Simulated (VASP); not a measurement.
A run of VASP 6.6.1 is set up as follows.

File INCAR:

```
SYSTEM = CoO
ALGO = Normal
EDIFF = 1E-6
ENCUT = 520
GGA = PE
ISIF = 2
ISMEAR = -1
ISPIN = 2
LASPH = .True.
LCHARG = .False.
LMAXMIX = 4
LORBIT = 11
LREAL = .False.
LWAVE = .False.
MAGMOM = 1.71 0
NBANDS = 18
NELM = 150
PREC = Accurate
SIGMA = 0.05
```

KPOINTS

```
k-points
0
Gamma
  11 11 11
  0 0 0
```

POSCAR

```
CoO
1.0
    0.0000000000      2.1315016600      2.1315016600
    2.1315016600      0.0000000000      2.1315016600
    2.1315016600      2.1315016600      0.0000000000
Co O
1 1
Direct
    0.0000000000      0.0000000000      0.0000000000
    0.5000000000      0.5000000000      0.5000000000
```

Potentials or basis: VASP PAW PBE potentials, release 64 (Co, O).

Command:

```sh
$ cat potpaw_PBE.64/Co/POTCAR potpaw_PBE.64/O/POTCAR > POTCAR
$ mpirun -np 1 vasp_std > vasp.out
```

**Question.** Estimate the site moments.

**Answer.** Co +2.55; O +0.29 μB.

**Question.** Predict the pressure.

**Answer.** -2.3 GPa.

Caveat: a cell with one magnetic atom can't hold antiferromagnetic order, which such compounds often take.
